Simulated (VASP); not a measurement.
A run of VASP 6.6.1 is set up as follows.

File INCAR:

```
PREC = Accurate
ENCUT = 500
EDIFF = 1E-6
ISMEAR = 0
SIGMA = 0.1
LREAL = False
LASPH = True
NELM = 120
ALGO = Normal
ISIF = 2
LWAVE = False
LCHARG = True
GGA = PS
LELF = True
LVHAR = True
ISYM = 0
NBANDS = 18
GGA_COMPAT = False
```

KPOINTS

```
regular mesh
0
Gamma
  11 7 12
```

File POSCAR:

```
Sc
1.0
    3.2769193513      0.0000000000      0.0000000000
    0.0000000000      5.0825078105      0.0000000000
    1.6384596757      0.0000000000      2.8378954044
Sc
2
Direct
    0.3333333333      0.7500000000      0.3333333333
    0.6666666667      0.2500000000      0.6666666667
```

Potentials or basis: VASP PAW PBE potentials, release 64 (Sc_sv).

The run is started by

```sh
$ cat potpaw_PBE.64/Sc_sv/POTCAR > POTCAR
$ mpirun -np 1 vasp_std > vasp.out
```

What does it give for the pressure?

0.0 GPa.

Predict the band gap on the k mesh.

zero (bands 11 and 12 overlap by 1.41 eV).

Caveat: the PAW data sets were made with another functional, which shifts forces and pressure a little.
